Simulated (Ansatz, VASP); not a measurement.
Zn in VASP and in Ansatz

INCAR

```
SYSTEM = Zn
PREC = Accurate
ENCUT = 600
EDIFF = 1E-6
ISMEAR = -1
SIGMA = 0.15
LREAL = .False.
LASPH = .True.
NELM = 80
ALGO = Normal
ISIF = 3
LWAVE = .False.
LCHARG = .False.
GGA = PS
IBRION = 2
NSW = 80
EDIFFG = -0.01
```

The input KPOINTS:

```
Automatic mesh
0
Gamma
  12 12 12
  0 0 0
```

The input POSCAR:

```
Zn
1.0
   -1.5690370000      1.5690370000      1.5690370000
    1.5690370000     -1.5690370000      1.5690370000
    1.5690370000      1.5690370000     -1.5690370000
Zn
1
Direct
    0.0000000000      0.0000000000      0.0000000000
```

Input for Ansatz:

```yaml
crystal:
  lattice:
    - [-1.569037, 1.569037, 1.569037]
    - [1.569037, -1.569037, 1.569037]
    - [1.569037, 1.569037, -1.569037]
  atoms:
    - { symbol: Zn, position: [0.0, 0.0, 0.0] }
basis:
  ecutwfc: 470.0
kpoints:
  mp_grid:
    grid: [12, 12, 12]
hamiltonian:
  xc: pbesol
  dispersion: none
scf:
  convergence:
    dr2_threshold: 1.0e-09
  occupations:
    method: fermi_dirac
    width: 0.15
relax:
  f_tol: 0.01
  cell: {}
```

Alike in both runs: task relaxation of cell and atoms; functional PBEsol; k mesh 12 × 12 × 12; occupations fermi-dirac, width 0.15 eV; no spin polarisation.

```csv
,VASP,Ansatz
version,VASP 6.6.1,Ansatz 0.2.0
potentials or method,"VASP PAW PBE potentials, release 64 (Zn), cutoff 600 eV","plane waves, PAW"
valence electrons in the cell,12,12
```

|  | VASP | Ansatz | Ansatz less VASP |
| --- | --- | --- | --- |
| relaxed volume (Å³/atom) | 14.35 | 14.30 | -0.052 |
| relaxed cell length with the largest relative difference (Å) | 2.652 | 2.649 | -0.0032 |

VASP's potentials were made for PBE, not for PBEsol. Ansatz's warnings: stress scf threshold loose.
